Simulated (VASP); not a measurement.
# Al2Cu (I4/mcm) in VASP: notebook, part 3 of 3

VASP 6.6.1. The steps go on from the part before.

### Step 5. Single point, PBEsol

This run uses another cell than the first one, of 14.59 Å³/atom.

Input file INCAR:

```
PREC = Accurate ; ENCUT = 520
EDIFF = 1E-6 ; ISMEAR = 0
SIGMA = 0.1 ; LREAL = False
LASPH = True ; NELM = 100
ALGO = Fast ; ISIF = 2
LWAVE = False ; LCHARG = False
GGA = PS ; NBANDS = 26
```

Input file KPOINTS:

```
regular mesh
0
Gamma
  10 10 10
```

Input file POSCAR:

```
Al2Cu
1.0
   -3.0060096648      3.0060096648      2.4222756467
    3.0060096648     -3.0060096648      2.4222756467
    3.0060096648      3.0060096648     -2.4222756467
Al Cu
4 2
Direct
    0.8406606827      0.6593393173      0.5000000000
    0.6593393173      0.1593393173      0.8186786346
    0.3406606827      0.8406606827      0.1813213654
    0.1593393173      0.3406606827      0.5000000000
    0.2500000000      0.2500000000      0.0000000000
    0.7500000000      0.7500000000      0.0000000000
```

Potentials or basis: VASP PAW PBE potentials, release 64 (Al, Cu).

Started as:

```sh
> cat potpaw_PBE.64/Al/POTCAR potpaw_PBE.64/Cu/POTCAR > POTCAR
> mpirun -np 1 vasp_std > vasp.out
```

OUTCAR:

```text
PREC = Accurate
   ENCUT = 520
   EDIFF = 1E-6
   ISMEAR = 0
   LREAL = False
   LASPH = True
   NELM = 100
   ISIF = 2
   GGA = PS

 ion  position               nearest neighbor table
   1  0.841  0.659  0.500-   5 2.56   6 2.56   6 2.56   5 2.56   4 2.71   4 2.87   4 2.87   3 3.09
                             2 3.09   2 3.09   3 3.09   3 3.20   2 3.20   3 3.20   2 3.20
   2  0.659  0.159  0.819-   5 2.56   6 2.56   5 2.56   6 2.56   3 2.71   3 2.87   3 2.87   4 3.09
                             1 3.09   1 3.09   4 3.09   1 3.20   4 3.20   1 3.20   4 3.20
   3  0.341  0.841  0.181-   5 2.56   6 2.56   5 2.56   6 2.56   2 2.71   2 2.87   2 2.87   4 3.09
                             1 3.09   1 3.09   4 3.09   4 3.20   1 3.20   1 3.20   4 3.20
   4  0.159  0.341  0.500-   6 2.56   5 2.56   5 2.56   6 2.56   1 2.71   1 2.87   1 2.87   3 3.09
                             2 3.09   2 3.09   3 3.09   3 3.20   2 3.20   2 3.20   3 3.20
   5  0.250  0.250  0.000-   6 2.42   6 2.42   1 2.56   4 2.56   1 2.56   4 2.56   2 2.56   3 2.56
                             2 2.56   3 2.56
   6  0.750  0.750  0.000-   5 2.42   5 2.42   4 2.56   1 2.56   4 2.56   1 2.56   3 2.56   2 2.56
                             3 2.56   2 2.56

  LATTYP: Found a body centered tetragonal cell.
 ALAT       =     6.0120193296
 C/A-ratio  =     0.8058109976

  Lattice vectors:

[... 198 lines left out ...]
      1      -2.7800      2.00000
      2       2.7007      2.00000
      3       2.8987      2.00000
      4       2.8987      2.00000
      5       2.9209      2.00000
      6       3.8336      2.00000
[... 685 lines left out ...]
     25      15.2061      0.00000
     26      15.2320      0.00000

 [... further k-points ...]

------------------------ aborting loop because EDIFF is reached ----------------------------------------

  FORCE on cell =-STRESS in cart. coord.  units (eV):
  Direction    XX          YY          ZZ          XY          YZ          ZX
  --------------------------------------------------------------------------------------
  -------------------------------------------------------------------------------------
  Total       -0.4322011     -0.4322011     -0.4445675      0.0000000      0.0000000      0.0000000
  in kB       -7.9091920     -7.9091920     -8.1354947      0.0000000      0.0000000      0.0000000
  external PRESSURE =      -7.9846262 kB  Pullay stress =       0.0000000 kB

 VOLUME and BASIS-vectors are now :
 -----------------------------------------------------------------------------
  energy-cutoff  :      520.00
  volume of cell :       87.55
      direct lattice vectors                 reciprocal lattice vectors
    -3.006009665  3.006009665  2.422275647     0.000000000  0.166333464  0.206417466
     3.006009665 -3.006009665  2.422275647     0.166333464  0.000000000  0.206417466
     3.006009665  3.006009665 -2.422275647     0.166333464  0.166333464  0.000000000

 POSITION                                       TOTAL-FORCE (eV/Angst)
 -----------------------------------------------------------------------------------
      0.95795      2.04806      2.42228         0.004659     -0.004659     -0.000000
      0.95795      3.96396      0.00000         0.004659      0.004659     -0.000000
      2.04806     -0.95795      2.42228        -0.004659     -0.004659      0.000000
      2.04806      0.95795      0.00000        -0.004659      0.004659     -0.000000
      0.00000      0.00000      1.21114         0.000000     -0.000000     -0.000000
      0.00000      0.00000      3.63341        -0.000000     -0.000000     -0.000000
 -----------------------------------------------------------------------------------
    total drift:                                0.000000      0.000000      0.000000

  FREE ENERGIE OF THE ION-ELECTRON SYSTEM (eV)
  ---------------------------------------------------
  free  energy   TOTEN  =       -26.0171903069 eV

  energy  without entropy=      -26.0080743425  energy(sigma->0) =      -26.01263232
```

OSZICAR:

```text
N       E                     dE             d eps       ncg     rms          rms(c)
DAV:   1     0.185746938331E+03    0.18575E+03   -0.13684E+04  5304   0.147E+03
DAV:   2    -0.188260312869E+02   -0.20457E+03   -0.19222E+03  5322   0.290E+02
DAV:   3    -0.309510469087E+02   -0.12125E+02   -0.11336E+02  6808   0.902E+01
DAV:   4    -0.312941845354E+02   -0.34314E+00   -0.34187E+00  8018   0.133E+01
DAV:   5    -0.312990436099E+02   -0.48591E-02   -0.48582E-02  7704   0.161E+00    0.228E+01
RMM:   6    -0.373572005790E+02   -0.60582E+01   -0.11447E+02  6488   0.142E+02    0.199E+01
RMM:   7    -0.263987551908E+02    0.10958E+02   -0.35091E+01  5644   0.820E+01    0.350E+00
RMM:   8    -0.260929790517E+02    0.30578E+00   -0.21956E+00  5783   0.205E+01    0.128E+00
RMM:   9    -0.260259342656E+02    0.67045E-01   -0.52466E-01  5902   0.296E+00    0.654E-01
RMM:  10    -0.260220219200E+02    0.39123E-02   -0.54287E-02  6570   0.268E+00    0.304E-01
RMM:  11    -0.260169570040E+02    0.50649E-02   -0.11405E-02  6591   0.878E-01    0.828E-02
RMM:  12    -0.260174080239E+02   -0.45102E-03   -0.30732E-03  7486   0.380E-01    0.825E-02
RMM:  13    -0.260172586025E+02    0.14942E-03   -0.11812E-03  6688   0.183E-01    0.582E-02
RMM:  14    -0.260171828955E+02    0.75707E-04   -0.25775E-04  6575   0.195E-01    0.158E-02
RMM:  15    -0.260171900963E+02   -0.72008E-05   -0.84195E-05  8042   0.612E-02    0.120E-02
RMM:  16    -0.260171903069E+02   -0.21056E-06   -0.90717E-06  6278   0.222E-02
   1 F= -.26017190E+02 E0= -.26012632E+02  d E =-.911596E-02
```

It took 2.3 min on 1 thread of Intel Xeon Platinum 8559C (Emerald Rapids), shared host; peak memory 0.33 GiB.

Results:

```yaml
Free_energy: -26.0172 eV
Pressure: -0.8 GPa
Largest_force: 0.007 eV/Å
Band_gap_on_the_k_mesh: zero (bands 17 and 18 overlap by 4.38 eV)
```

Forces on the atoms (eV/Å):
```
Al   0.005 -0.005  0.000
Al   0.005  0.005  0.000
Al  -0.005 -0.005  0.000
Al  -0.005  0.005  0.000
Cu   0.000  0.000  0.000
Cu   0.000  0.000  0.000
```

Caveat: the PAW data sets were made with another functional, which shifts forces and pressure a little.

### Step 6. Single point, PBEsol (biaxial strain in the a-b plane: +3.0 %, then relaxed in part)

Input file INCAR:

```
SYSTEM = Al2Cu
PREC = Accurate ; ENCUT = 520
EDIFF = 1E-6 ; ISMEAR = 0
SIGMA = 0.1 ; LREAL = .False.
LASPH = .True. ; NELM = 60
ALGO = Fast ; ISIF = 2
LWAVE = .False. ; LCHARG = .True.
GGA = PS ; LELF = .True.
LVHAR = .True. ; NBANDS = 46
```

Input file KPOINTS:

```
regular mesh
0
Gamma
  6 6 8
  0 0 0
```

Input file POSCAR:

```
Al2Cu
1.0
    6.1721205408      0.0000000000      0.0000000000
    0.0000000000      6.1721205408      0.0000000000
    0.0000000000      0.0000000000      4.7474711375
Al Cu
8 4
Direct
    0.1578245310      0.3421754690      0.0000000000
    0.1578245310      0.6578245310      0.5000000000
    0.8421754690      0.3421754690      0.5000000000
    0.8421754690      0.6578245310      0.0000000000
    0.6578245310      0.8421754690      0.5000000000
    0.6578245310      0.1578245310      0.0000000000
    0.3421754690      0.8421754690      0.0000000000
    0.3421754690      0.1578245310      0.5000000000
    0.0000000000      0.0000000000      0.7500000000
    0.0000000000      0.0000000000      0.2500000000
    0.5000000000      0.5000000000      0.2500000000
    0.5000000000      0.5000000000      0.7500000000
```

Potentials or basis: VASP PAW PBE potentials, release 64 (Al, Cu).

Started as:

```sh
> cat potpaw_PBE.64/Al/POTCAR potpaw_PBE.64/Cu/POTCAR > POTCAR
> mpirun -np 1 vasp_std > vasp.out
```

OUTCAR:

```text
SYSTEM = Al2Cu
   PREC = Accurate
   ENCUT = 520
   EDIFF = 1E-6
   ISMEAR = 0
   LREAL = .False.
   LASPH = .True.
   NELM = 60
   ISIF = 2
   GGA = PS

 ion  position               nearest neighbor table
   1  0.158  0.342  0.000-   9 2.61  10 2.61  11 2.61  12 2.61   4 2.76   8 2.87   8 2.87   3 3.07
                             2 3.07   3 3.07   2 3.07   6 3.29   7 3.29   7 3.29   6 3.29
   2  0.158  0.658  0.500-   9 2.61  10 2.61  11 2.61  12 2.61   3 2.76   7 2.87   7 2.87   1 3.07
                             1 3.07   4 3.07   4 3.07   8 3.29   5 3.29   8 3.29   5 3.29
   3  0.842  0.342  0.500-   9 2.61  10 2.61  11 2.61  12 2.61   2 2.76   6 2.87   6 2.87   1 3.07
                             1 3.07   4 3.07   4 3.07   8 3.29   5 3.29   5 3.29   8 3.29
   4  0.842  0.658  0.000-   9 2.61  10 2.61  11 2.61  12 2.61   1 2.76   5 2.87   5 2.87   2 3.07
                             2 3.07   3 3.07   3 3.07   7 3.29   6 3.29   6 3.29   7 3.29
   5  0.658  0.842  0.500-   9 2.61  10 2.61  11 2.61  12 2.61   8 2.76   4 2.87   4 2.87   6 3.07
                             7 3.07   6 3.07   7 3.07   3 3.29   2 3.29   3 3.29   2 3.29
   6  0.658  0.158  0.000-   9 2.61  10 2.61  11 2.61  12 2.61   7 2.76   3 2.87   3 2.87   8 3.07
                             5 3.07   5 3.07   8 3.07   1 3.29   4 3.29   4 3.29   1 3.29
   7  0.342  0.842  0.000-   9 2.61  10 2.61  11 2.61  12 2.61   6 2.76   2 2.87   2 2.87   8 3.07
                             5 3.07   5 3.07   8 3.07   1 3.29   4 3.29   1 3.29   4 3.29
   8  0.342  0.158  0.500-   9 2.61  10 2.61  11 2.61  12 2.61   5 2.76   1 2.87   1 2.87   7 3.07
                             6 3.07   6 3.07   7 3.07   2 3.29   3 3.29   2 3.29   3 3.29
   9  0.000  0.000  0.750-  10 2.37  10 2.37   3 2.61   4 2.61   5 2.61   6 2.61   7 2.61   8 2.61
                             1 2.61   2 2.61
  10  0.000  0.000  0.250-   9 2.37   9 2.37   3 2.61   4 2.61   5 2.61   6 2.61   7 2.61   8 2.61
                             1 2.61   2 2.61
  11  0.500  0.500  0.250-  12 2.37  12 2.37   3 2.61   4 2.61   5 2.61   6 2.61   7 2.61   8 2.61
                             1 2.61   2 2.61
  12  0.500  0.500  0.750-  11 2.37  11 2.37   3 2.61   4 2.61   5 2.61   6 2.61   7 2.61   8 2.61
                             1 2.61   2 2.61

  LATTYP: Found a simple tetragonal cell.
 ALAT       =     6.1721205408
 C/A-ratio  =     0.7691799125

[... 204 lines left out ...]
 number of electron      67.9999976 magnetization

 Free energy of the ion-electron system (eV)
  ---------------------------------------------------
  ext. energy  EPLUGINS =         0.00000000
  ---------------------------------------------------
  free energy    TOTEN  =       -51.85101790 eV

  energy without entropy =      -51.82700227  energy(sigma->0) =      -51.83901008

 E-fermi :   7.8275     XC(G=0): -10.8996

 val. band max:        7.8128357284   @ k =   0.5000   0.5000   0.1250
 cond. band min:       7.8292214627   @ k =   0.3333   0.0000   0.0000
 fundamental gap:      0.0163857343
 Fermi energy:         7.8275192725

 k-point     1 :       0.0000    0.0000    0.0000
  band No.  band energies     occupation
      1      -2.9040      2.00000
      2       0.7609      2.00000
      3       0.7958      2.00000
      4       0.9184      2.00000
      5       0.9184      2.00000
      6       2.4518      2.00000
[... 1165 lines left out ...]
     45      12.4666      0.00000
     46      12.4743      0.00000

 [... further k-points ...]

------------------------ aborting loop because EDIFF is reached ----------------------------------------

  FORCE on cell =-STRESS in cart. coord.  units (eV):
  Direction    XX          YY          ZZ          XY          YZ          ZX
  --------------------------------------------------------------------------------------
  -------------------------------------------------------------------------------------
  Total       -6.5266242     -6.5266242      0.2628258      0.0000000     -0.0000000      0.0000000
  in kB      -57.8186644    -57.8186644      2.3283458      0.0000000     -0.0000000      0.0000000
  external PRESSURE =     -37.7696610 kB  Pullay stress =       0.0000000 kB

 VOLUME and BASIS-vectors are now :
 -----------------------------------------------------------------------------
  energy-cutoff  :      520.00
  volume of cell :      180.86
      direct lattice vectors                 reciprocal lattice vectors
     6.172120541  0.000000000  0.000000000     0.162018871  0.000000000  0.000000000
     0.000000000  6.172120541  0.000000000     0.000000000  0.162018871  0.000000000
     0.000000000  0.000000000  4.747471137     0.000000000  0.000000000  0.210638458

 POSITION                                       TOTAL-FORCE (eV/Angst)
 -----------------------------------------------------------------------------------
      0.97411      2.11195      0.00000        -0.003560      0.003560      0.000000
      0.97411      4.06017      2.37374        -0.003560     -0.003560     -0.000000
      5.19801      2.11195      2.37374         0.003560      0.003560      0.000000
      5.19801      4.06017      0.00000         0.003560     -0.003560     -0.000000
      4.06017      5.19801      2.37374        -0.003560      0.003560      0.000000
      4.06017      0.97411      0.00000        -0.003560     -0.003560     -0.000000
      2.11195      5.19801      0.00000         0.003560      0.003560      0.000000
      2.11195      0.97411      2.37374         0.003560     -0.003560     -0.000000
      0.00000      0.00000      3.56060        -0.000000     -0.000000     -0.000000
      0.00000      0.00000      1.18687        -0.000000      0.000000      0.000000
      3.08606      3.08606      1.18687         0.000000     -0.000000     -0.000000
      3.08606      3.08606      3.56060        -0.000000      0.000000      0.000000
 -----------------------------------------------------------------------------------
    total drift:                                0.000000     -0.000000     -0.000000

  FREE ENERGIE OF THE ION-ELECTRON SYSTEM (eV)
  ---------------------------------------------------
  free  energy   TOTEN  =       -51.8510179025 eV

  energy  without entropy=      -51.8270022662  energy(sigma->0) =      -51.83901008
```

OSZICAR:

```text
N       E                     dE             d eps       ncg     rms          rms(c)
DAV:   1     0.454108364688E+03    0.45411E+03   -0.26415E+04  4600   0.164E+03
DAV:   2    -0.178112621416E+02   -0.47192E+03   -0.45463E+03  4606   0.355E+02
DAV:   3    -0.600600806878E+02   -0.42249E+02   -0.39094E+02  5768   0.135E+02
DAV:   4    -0.619408030916E+02   -0.18807E+01   -0.18563E+01  7376   0.305E+01
DAV:   5    -0.619657523327E+02   -0.24949E-01   -0.24918E-01  7200   0.420E+00    0.315E+01
RMM:   6    -0.729872146154E+02   -0.11021E+02   -0.26772E+02  5523   0.171E+02    0.276E+01
RMM:   7    -0.525458100193E+02    0.20441E+02   -0.87228E+01  4691   0.102E+02    0.532E+00
RMM:   8    -0.520121202563E+02    0.53369E+00   -0.55500E+00  4913   0.252E+01    0.192E+00
RMM:   9    -0.518753025879E+02    0.13682E+00   -0.12713E+00  5138   0.369E+00    0.139E+00
RMM:  10    -0.518993370796E+02   -0.24034E-01   -0.65319E-01  5246   0.830E+00    0.164E+00
RMM:  11    -0.518497572635E+02    0.49580E-01   -0.13558E-01  5210   0.416E+00    0.272E-01
RMM:  12    -0.518510543907E+02   -0.12971E-02   -0.18279E-02  6491   0.667E-01    0.118E-01
RMM:  13    -0.518511550447E+02   -0.10065E-03   -0.31014E-03  5962   0.246E-01    0.704E-02
RMM:  14    -0.518510039992E+02    0.15105E-03   -0.56513E-04  5844   0.150E-01    0.210E-02
RMM:  15    -0.518510207430E+02   -0.16744E-04   -0.19290E-04  6453   0.719E-02    0.141E-02
RMM:  16    -0.518510172133E+02    0.35297E-05   -0.30229E-05  5864   0.266E-02    0.386E-03
RMM:  17    -0.518510179025E+02   -0.68918E-06   -0.44370E-06  4386   0.135E-02
   1 F= -.51851018E+02 E0= -.51839010E+02  d E =-.240156E-01
```

stdout:

```text
POSCAR found type information on POSCAR AlCu
 POSCAR found :  2 types and      12 ions
 scaLAPACK will be used
 -----------------------------------------------------------------------------
|                                                                             |
|                                                                             |
|     You enforced a specific xc type in the INCAR file but a different       |
|     I HOPE YOU KNOW WHAT YOU ARE DOING!                                     |
|                                                                             |
 -----------------------------------------------------------------------------

 LDA part: xc-table for (Slater+PW92), standard interpolation
 POSCAR, INCAR and KPOINTS ok, starting setup
 FFT: planning ... GRIDC
 FFT: planning ... GRID_SOFT
 FFT: planning ... GRID
 WAVECAR not read
 entering main loop
```

It took 19 min on 1 thread of AMD EPYC 7R13, shared host; peak memory 0.44 GiB.

Results:

| Item | Value |
| --- | --- |
| Free energy | -51.8510 eV |
| Pressure | -3.8 GPa |
| Largest force | 0.005 eV/Å |
| Band gap on the k mesh | zero (bands 34 and 35 overlap by 1.85 eV) |

Forces on the atoms (eV/Å):
```
Al  -0.004  0.004  0.000
Al  -0.004 -0.004  0.000
Al   0.004  0.004  0.000
Al   0.004 -0.004  0.000
Al  -0.004  0.004  0.000
Al  -0.004 -0.004  0.000
Al   0.004  0.004  0.000
Al   0.004 -0.004  0.000
Cu   0.000  0.000  0.000
Cu   0.000  0.000  0.000
Cu   0.000  0.000  0.000
Cu   0.000  0.000  0.000
```

Caveat: the cell differs from its parent crystal (biaxial strain in the a-b plane: +3.0 %, then relaxed in part); the cell stands under tension; the PAW data sets were made with another functional, which shifts forces and pressure a little.

### Step 7. Summary

| cell | k mesh | further INCAR settings | gap on the mesh (eV) | pressure (GPa) | largest force (eV/Å) |
| --- | --- | --- | --- | --- | --- |
| a = 4.734 Å, angles 104.2, 104.2, 120.7°, 6 atoms, atomic positions A | 10 × 10 × 10 | ALGO = Fast; EDIFF = 1e-06; NBANDS = 26 | none | 12.1 | - |
| a = 4.821 Å, angles 104.2, 104.2, 120.6°, 6 atoms, atomic positions A | 10 × 10 × 10 | ALGO = Fast; EDIFF = 1e-06; NBANDS = 26 | none | 3.8 | 0.01 |
| a = 4.862 Å, angles 104.2, 104.2, 120.6°, 6 atoms, atomic positions A | 10 × 10 × 10 | ALGO = Fast; EDIFF = 1e-07; NBANDS = 26 | none | 1.3 | - |
| a = 4.893 Å, angles 104.2, 104.2, 120.7°, 6 atoms, atomic positions A | 10 × 10 × 10 | ALGO = Fast; EDIFF = 1e-06; NBANDS = 26 | none | -0.8 | 0.01 |
| a = 6.172, b = 6.172, c = 4.747 Å, 12 atoms, atomic positions B | 6 × 6 × 8 | ALGO = Fast; EDIFF = 1e-06; NBANDS = 46 | none | -3.8 | 0.01 |

Alike in all rows: task single point; level PBEsol; potentials or basis VASP PAW PBE potentials, release 64 (Al, Cu); no spin polarisation; cutoff (eV) 520; smearing gaussian 0.1 eV.

Caveats: the PAW data sets were made with another functional, which shifts forces and pressure a little; the cell stands under pressure (at least some runs); the cell stands under tension (at least some runs).

Absolute energies hang on the potentials; compare differences alone.
